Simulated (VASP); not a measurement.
# Ta2N (C2/m) in VASP: a series of runs

The runs below take Ta2N through single point, with PBEsol.

All numbers are computed with VASP 6.6.1; they aren't measurements. Logs are shortened: lines on timing, memory, paths and dates and some standing lists are left out, and cuts for length are marked.

### 1 The cell of the first run

The structure is monoclinic, space group C2/m (No. 12). The conventional cell has a = 5.333 Å, b = 3.079 Å, c = 4.824 Å, α = 90.00°, β = 92.29°, γ = 90.00°. Ta (site symmetry m) has 3 N at 2.12 to 2.18 Å and 12 Ta at 2.91 to 3.08 Å within 3.1 Å. Within 2.8 Å of N (site symmetry 2/m) lie 6 Ta at 2.12 to 2.18 Å.

### 2 Single point, PBEsol (strain -0.0400 x Voigt [0, 0, 0, 1, 0, 0])

File INCAR:

```
SYSTEM = Ta2N
  PREC = Accurate
  ENCUT = 520
  EDIFF = 1E-6
  ISMEAR = 0
  SIGMA = 0.15
  LREAL = .False.
  LASPH = .True.
  NELM = 60
  ALGO = Normal
  ISIF = 2
  LWAVE = .False.
  LCHARG = .False.
  GGA = PS
  NBANDS = 20
```

File KPOINTS:

```
Automatic mesh
0
Gamma
  18 18 10
  0 0 0
```

File POSCAR:

```
Ta2N
1.0
    3.0786153860      0.0000000000      0.0000000000
   -1.5393076930      2.6661591328     -0.0533231827
    0.0000000000     -0.0964651436      4.8232571822
Ta N
2 1
Direct
    0.6666666667      0.3333333333      0.7462554482
    0.3333333333      0.6666666667      0.2537445518
    0.0000000000      0.0000000000      0.0000000000
```

Potentials or basis: VASP PAW PBE potentials, release 64 (Ta_pv, N).

Run with:

```console
cat potpaw_PBE.64/Ta_pv/POTCAR potpaw_PBE.64/N/POTCAR > POTCAR
mpirun -np 1 vasp_std > vasp.out
```

OUTCAR:

```text
SYSTEM = Ta2N
   PREC = Accurate
   ENCUT = 520
   EDIFF = 1E-6
   ISMEAR = 0
   LREAL = .False.
   LASPH = .True.
   NELM = 60
   ISIF = 2
   GGA = PS

 ion  position               nearest neighbor table
   1  0.667  0.333  0.746-   3 2.12   3 2.18   3 2.18   2 2.91   2 3.00   2 3.00   2 3.00   2 3.00
                             2 3.08
   2  0.333  0.667  0.254-   3 2.12   3 2.18   3 2.18   1 2.91   1 3.00   1 3.00   1 3.00   1 3.00
                             1 3.08
   3  0.000  0.000  0.000-   2 2.12   1 2.12   2 2.18   1 2.18   1 2.18   2 2.18

  LATTYP: Found a base centered monoclinic cell.
 ALAT       =     5.3333846226
 B/A-ratio  =     0.5772348338
 C/A-ratio  =     0.9045328771
 COS(beta)  =    -0.0399840064

  Lattice vectors:

 A1 = (   1.5393076930,   2.6661591328,  -0.0533231827)
 A2 = (  -1.5393076930,   2.6661591328,  -0.0533231827)
 A3 = (   0.0000000000,  -0.0964651436,   4.8232571822)

Analysis of symmetry for initial positions (statically):
=====================================================================
 Subroutine PRICEL returns:
 Original cell was already a primitive cell.

 Routine SETGRP: Setting up the symmetry group for a
 base centered monoclinic supercell.

 Subroutine GETGRP returns: Found  4 space group operations
 (whereof  4 operations were pure point group operations)
 out of a pool of  4 trial point group operations.

The static configuration has the point symmetry C_2h.

Analysis of symmetry for dynamics (positions and initial velocities):
=====================================================================
 Subroutine PRICEL returns:
 Original cell was already a primitive cell.

 Routine SETGRP: Setting up the symmetry group for a
 base centered monoclinic supercell.

 Subroutine GETGRP returns: Found  4 space group operations
 (whereof  4 operations were pure point group operations)
 out of a pool of  4 trial point group operations.

The dynamic configuration has the point symmetry C_2h.

 Subroutine INISYM returns: Found  4 space group operations
 (whereof  4 operations are pure point group operations),
 and found     1 'primitive' translations

----------------------------------------------------------------------------------------

                                     Primitive cell

  volume of cell :      39.5738

  direct lattice vectors                    reciprocal lattice vectors
     3.078615386  0.000000000  0.000000000     0.324821348  0.187610737  0.003752215
    -1.539307693  2.666159133 -0.053323183     0.000000000  0.375221474  0.007504429
     0.000000000 -0.096465144  4.823257182     0.000000000  0.004148235  0.207411739

  length of vectors
     3.078615386  3.079077144  4.824221737     0.375127680  0.375296511  0.207453217

  position of ions in fractional coordinates (direct lattice)
     0.666666667  0.333333333  0.746255448
     0.333333333  0.666666667  0.253744552
     0.000000000  0.000000000  0.000000000

  ion indices of the primitive-cell ions
   primitive index   ion index
                 1           1
                 2           2
                 3           3

----------------------------------------------------------------------------------------

 KPOINTS: Automatic mesh

Automatic generation of k-mesh.
 Grid dimensions read from file:
 generate k-points for:   18   18   10

 Generating k-lattice:

  Cartesian coordinates                     Fractional coordinates (reciprocal lattice)
     0.018045630  0.010422819  0.000208456     0.055555556  0.000000000  0.000000000
     0.000000000  0.020845637  0.000416913     0.000000000  0.055555556  0.000000000
     0.000000000  0.000414823  0.020741174     0.000000000  0.000000000  0.100000000

  Length of vectors
     0.020840427  0.020849806  0.020745322

  Shift w.r.t. Gamma in fractional coordinates (k-lattice)
     0.000000000  0.000000000  0.000000000

 Subroutine IBZKPT returns following result:
 ===========================================

 Found    866 irreducible k-points:

 Following reciprocal coordinates:
            Coordinates               Weight
  0.000000  0.000000  0.000000      1.000000
  0.055556 -0.000000  0.000000      4.000000
  0.111111 -0.000000  0.000000      4.000000
  0.166667  0.000000  0.000000      4.000000
  0.222222 -0.000000  0.000000      4.000000
  0.277778 -0.000000  0.000000      4.000000
[... 16 lines left out ...]
 -0.333333  0.055556  0.000000      4.000000
 -0.277778  0.055556  0.000000      4.000000
 [... further k-points ...]
   k-points           NKPTS =    866   k-points in BZ     NKDIM =    866   number of bands    NBANDS=     20
   number of dos      NEDOS =    301   number of ions     NIONS =      3
   total plane-waves  NPLWV =  20736
   dimension x,y,z NGX =    24 NGY =   24 NGZ =   36
   dimension x,y,z NGXF=    48 NGYF=   48 NGZF=   72
   ions per type =               2   1
   NGX,Y,Z   is equivalent  to a cutoff of  12.96, 12.96, 12.41 a.u.
   NGXF,Y,Z  is equivalent  to a cutoff of  25.92, 25.92, 24.81 a.u.
 SYSTEM =  Ta2N
   PREC   = accura    normal or accurate (medium, high low for compatibility)
   ISTART =      0    job   : 0-new  1-cont  2-samecut
   ICHARG =      2    charge: 1-file 2-atom 10-const
   ISPIN  =      1    spin polarized calculation?
   LNONCOLLINEAR =      F non collinear calculations
   LSORBIT =      F    spin-orbit coupling
   LASPH  =      T    aspherical Exc in radial PAW
   ENCUT  =  520.0 eV  38.22 Ry    6.18 a.u.   5.72  5.73  8.97*2*pi/ulx,y,z
   NELM   =     60;   NELMIN=  2; NELMDL= -5     # of ELM steps
   EDIFF  = 0.1E-05   stopping-criterion for ELM
   LREAL  =      F    real-space projection
   EDIFFG = 0.1E-04   stopping-criterion for IOM
   NSW    =      0    number of steps for IOM
   IBRION =     -1    ionic relax: 0-MD 1-quasi-New 2-CG
   NFREE  =      0    steps in history (QN), initial steepest desc. (CG)
   ISIF   =      2    stress and relaxation
   ISYM   =      2    0-nonsym 1-usesym 2-fastsym
   POTIM  = 0.5000    time-step for ionic-motion
   TEBEG  =    0.0;   TEEND  =   0.0 temperature during run
   PSTRESS=    0.0 pullay stress
   NELECT =      27.0000    total number of electrons
   NUPDOWN=      -1.0000    fix difference up-down
   EMIN   =  10.00;   EMAX   =-10.00  energy-range for DOS
   EFERMI =   0.00;   METHOD = LEGACY
   ISMEAR =     0;   SIGMA  =   0.15  broadening in eV -4-tet -1-fermi 0-gaus
   EFERMI_NEDOS =   21; number of points for ismear=-14 and -15
   IALGO  =     38    algorithm
   IMIX   =      4    mixing-type and parameters
     AMIX     =   0.40;   BMIX     =  1.00
     AMIX_MAG =   1.60;   BMIX_MAG =  1.00
  volume/ion in A,a.u.               =      13.19        89.02
  Fermi-wavevector in a.u.,A,eV,Ry     =   1.441208  2.723488 28.260400  2.077081
  Thomas-Fermi vector in A             =   2.559866
   LORBIT       =      0    0 simple, 1 ext, 2 COOP (PROOUT), +10 PAW based schemes
   GGA     = PS    functional components
   LHFCALC =     F    Hartree Fock is set to
   AEXX    =    0.0000 exact exchange contribution
   IVDW    =     0    specifies the selected vdW correction
   LEPSILON=     F    determine dielectric tensor
   LRPA    =     F    only Hartree local field effects (RPA)
 non-spin polarized calculation
 Gauss-broadening in eV      SIGMA  =   0.15
  energy-cutoff  :      520.00
  volume of cell :       39.57
 maximum number of plane-waves:      1081
   NGX = 11   NGY = 11   NGZ = 17

 number of electron      27.0000002 magnetization

 Free energy of the ion-electron system (eV)
  ---------------------------------------------------
  ext. energy  EPLUGINS =         0.00000000
  ---------------------------------------------------
  free energy    TOTEN  =       -36.46550125 eV

  energy without entropy =      -36.45239908  energy(sigma->0) =      -36.45895017

 E-fermi :   7.5808     XC(G=0): -13.1429

 val. band max:        7.5803254641   @ k =   0.3333   0.2778   0.5000
 cond. band min:       7.5830964568   @ k =  -0.3333   0.0556   0.5000
 fundamental gap:      0.0027709927
 Fermi energy:         7.5807568274

 k-point     1 :       0.0000    0.0000    0.0000
  band No.  band energies     occupation
      1     -28.0479      2.00000
      2     -27.2249      2.00000
      3     -27.2240      2.00000
      4     -27.0949      2.00000
      5     -27.0849      2.00000
      6     -26.9566      2.00000
[... 12 lines left out ...]
     19       8.9626      0.00000
     20      12.7573      0.00000

 k-point     2 :       0.0556   -0.0000    0.0000
  band No.  band energies     occupation
      1     -28.0377      2.00000
      2     -27.2455      2.00000
      3     -27.2320      2.00000
      4     -27.1094      2.00000
      5     -27.0929      2.00000
      6     -26.9608      2.00000
[... 12 lines left out ...]
     19       9.1235      0.00000
     20      12.7818      0.00000

 k-point     3 :       0.1111   -0.0000    0.0000
  band No.  band energies     occupation
      1     -28.0079      2.00000
      2     -27.3055      2.00000
      3     -27.2537      2.00000
      4     -27.1675      2.00000
      5     -27.0992      2.00000
      6     -26.9730      2.00000
[... 12 lines left out ...]
     19       9.7439      0.00000
     20      12.7168      0.00000

 k-point     4 :       0.1667    0.0000    0.0000
  band No.  band energies     occupation
      1     -27.9605      2.00000
      2     -27.3977      2.00000
      3     -27.2854      2.00000
      4     -27.2549      2.00000
      5     -27.1091      2.00000
      6     -26.9933      2.00000
[... 12 lines left out ...]
     19      10.6456      0.00000
     20      12.4938      0.00000

 k-point     5 :       0.2222   -0.0000    0.0000
  band No.  band energies     occupation
      1     -27.8993      2.00000
      2     -27.5103      2.00000
      3     -27.3585      2.00000
      4     -27.3215      2.00000
      5     -27.1233      2.00000
      6     -27.0216      2.00000
[... 12 lines left out ...]
     19      11.5686      0.00000
     20      12.2509      0.00000

 k-point     6 :       0.2778   -0.0000    0.0000
  band No.  band energies     occupation
      1     -27.8320      2.00000
      2     -27.6259      2.00000
      3     -27.4635      2.00000
      4     -27.3587      2.00000
      5     -27.1409      2.00000
      6     -27.0572      2.00000
[... 12 lines left out ...]
     19      12.0150      0.00000
     20      12.5432      0.00000

 k-point     7 :       0.3333   -0.0000    0.0000
  band No.  band energies     occupation
      1     -27.7966      2.00000
      2     -27.6981      2.00000
      3     -27.5579      2.00000
      4     -27.3919      2.00000
      5     -27.1617      2.00000
      6     -27.0965      2.00000
[... 12 lines left out ...]
     19      12.0309      0.00000
     20      13.2241      0.00000
[... 277 lines left out ...]
 k-point    20 :       0.5000    0.0556    0.0000
  band No.  band energies     occupation
      1     -27.9217      2.00000
      2     -27.6973      2.00000
      3     -27.5737      2.00000
      4     -27.4435      2.00000
      5     -27.2371      2.00000
      6     -27.1671      2.00000
[... 12 lines left out ...]
     19      12.1100      0.00000
     20      12.3980      0.00000

 k-point    21 :      -0.4444    0.0556   -0.0000
  band No.  band energies     occupation
      1     -27.8850      2.00000
      2     -27.6725      2.00000
      3     -27.6053      2.00000
      4     -27.4346      2.00000
      5     -27.2103      2.00000
      6     -27.1546      2.00000
[... 12 lines left out ...]
     19      11.9957      0.00000
     20      12.6650      0.00000

 k-point    22 :      -0.3889    0.0556    0.0000
  band No.  band energies     occupation
      1     -27.8224      2.00000
      2     -27.6803      2.00000
      3     -27.5935      2.00000
      4     -27.4116      2.00000
      5     -27.1818      2.00000
      6     -27.1245      2.00000
[... 12 lines left out ...]
     19      11.9461      0.00000
     20      12.9953      0.00000

 k-point    23 :      -0.3333    0.0556    0.0000
  band No.  band energies     occupation
      1     -27.8043      2.00000
      2     -27.6677      2.00000
      3     -27.5202      2.00000
      4     -27.3758      2.00000
      5     -27.1601      2.00000
      6     -27.0838      2.00000
[... 12 lines left out ...]
     19      11.9339      0.00000
     20      12.9227      0.00000

 k-point    24 :      -0.2778    0.0556    0.0000
  band No.  band energies     occupation
      1     -27.8625      2.00000
      2     -27.5665      2.00000
      3     -27.4340      2.00000
      4     -27.3288      2.00000
      5     -27.1413      2.00000
      6     -27.0444      2.00000
[... 12 lines left out ...]
     19      11.9032      0.00000
     20      12.2107      0.00000

 [... further k-points ...]
[... 5 lines left out ...]
  --------------------------------------------------------------------------------------
  -------------------------------------------------------------------------------------
  Total       -0.3757600      0.8543742      0.3453452      0.0000000      1.7227744      0.0000000
  in kB      -15.2129341     34.5899998     13.9815668      0.0000000     69.7478482      0.0000000
  external PRESSURE =      11.1195442 kB  Pullay stress =       0.0000000 kB

 VOLUME and BASIS-vectors are now :
 -----------------------------------------------------------------------------
  energy-cutoff  :      520.00
  volume of cell :       39.57
      direct lattice vectors                 reciprocal lattice vectors
     3.078615386  0.000000000  0.000000000     0.324821348  0.187610737  0.003752215
    -1.539307693  2.666159133 -0.053323183     0.000000000  0.375221474  0.007504429
     0.000000000 -0.096465144  4.823257182     0.000000000  0.004148235  0.207411739

 POSITION                                       TOTAL-FORCE (eV/Angst)
 -----------------------------------------------------------------------------------
      1.53931      0.81673      3.58161         0.000000     -0.227082     -0.090149
     -0.00000      1.75296      1.18833         0.000000      0.227082      0.090149
      0.00000      0.00000      0.00000         0.000000      0.000000      0.000000
 -----------------------------------------------------------------------------------
    total drift:                                0.000000      0.000000      0.000000

  FREE ENERGIE OF THE ION-ELECTRON SYSTEM (eV)
  ---------------------------------------------------
  free  energy   TOTEN  =       -36.4655012512 eV

  energy  without entropy=      -36.4523990813  energy(sigma->0) =      -36.45895017
```

Run time: 6.4 min. Hardware: 1 thread of Intel Xeon Platinum 8259CL at 2.50GHz (Skylake/Cascade Lake), shared host; peak memory 0.66 GiB.

Results:

- Free energy: -36.4655 eV
- Pressure: 1.1 GPa
- Largest force: 0.244 eV/Å
- Band gap on the k mesh: zero (an odd number of electrons rules out a gap without spin polarisation)

Forces in eV/Å, atoms in the order of the input:
```
Ta   0.000 -0.227 -0.090
Ta   0.000  0.227  0.090
N    0.000  0.000  0.000
```

Stress tensor (GPa, compression positive):
```
-1.52  0.00  0.00
 0.00  3.46  6.97
 0.00  6.97  1.40
```

Caveat: the cell differs from its parent crystal (strain -0.0400 x Voigt [0, 0, 0, 1, 0, 0]); the PAW data sets were made with another functional, which shifts forces and pressure a little; spin-orbit coupling is left out, which moves the levels of the heavy elements.

### 3 Single point, PBEsol (strain +0.0400 x Voigt [0, 0, 0, 1, 0, 0])

Changes to INCAR since step 2:

```diff
@@ -8,3 +8,3 @@
   LASPH = .True.
-  NELM = 60
+  NELM = 80
   ALGO = Normal
```

KPOINTS is that of step 2.

File POSCAR:

```
Ta2N
1.0
    3.0786153860      0.0000000000      0.0000000000
   -1.5393076930      2.6661591328      0.0533231827
    0.0000000000      0.0964651436      4.8232571822
Ta N
2 1
Direct
    0.6666666667      0.3333333333      0.7462554482
    0.3333333333      0.6666666667      0.2537445518
    0.0000000000      0.0000000000      0.0000000000
```

Potentials or basis: VASP PAW PBE potentials, release 64 (Ta_pv, N).

Run with:

```console
cat potpaw_PBE.64/Ta_pv/POTCAR potpaw_PBE.64/N/POTCAR > POTCAR
mpirun -np 1 vasp_std > vasp.out
```

Run time: 5.4 min. Hardware: 1 thread of Intel Xeon Platinum 8488C (Sapphire Rapids), shared host; peak memory 0.66 GiB.

It converged, with:

| Quantity | Value |
| --- | --- |
| Free energy | -36.4675 eV |
| Pressure | 1.1 GPa |
| Largest force | 0.248 eV/Å |
| Band gap on the k mesh | zero (an odd number of electrons rules out a gap without spin polarisation) |

Forces on the atoms (eV/Å):
```
Ta   0.000  0.229 -0.096
Ta   0.000 -0.229  0.096
N    0.000  0.000  0.000
```

Stress tensor (GPa, compression positive):
```
 3.07  0.00  0.00
 0.00 -1.23 -6.41
 0.00 -6.41  1.45
```

Levels at points of the mesh, in eV from the Fermi level:
| k point | band 10 | band 11 | band 12 | band 13 | band 14 | band 15 | band 16 | band 17 |
| --- | --- | --- | --- | --- | --- | --- | --- | --- |
| (0.00, 0.00, 0.00) | -6.16 | -4.89 | -0.74 | -0.26 | -0.26 | 0.31 | 0.34 | 0.34 |
| (0.50, 0.00, 0.00) | -6.45 | -4.71 | -2.57 | -1.43 | 1.68 | 2.01 | 3.89 | 3.98 |
| (0.00, 0.50, 0.00) | -6.64 | -4.67 | -2.67 | -1.08 | 2.10 | 2.18 | 3.85 | 4.21 |
| (0.00, 0.00, 0.50) | -6.33 | -2.90 | -2.64 | -1.18 | -1.13 | 1.78 | 1.81 | 2.46 |
| (0.50, 0.00, 0.50) | -6.19 | -3.44 | -2.12 | -2.03 | -0.30 | 0.84 | 3.44 | 3.67 |
| (0.00, 0.50, 0.50) | -6.34 | -3.31 | -2.29 | -2.02 | 0.02 | 0.72 | 3.37 | 3.72 |

Caveat: the cell differs from its parent crystal (strain +0.0400 x Voigt [0, 0, 0, 1, 0, 0]); the PAW data sets were made with another functional, which shifts forces and pressure a little; spin-orbit coupling is left out, which moves the levels of the heavy elements.
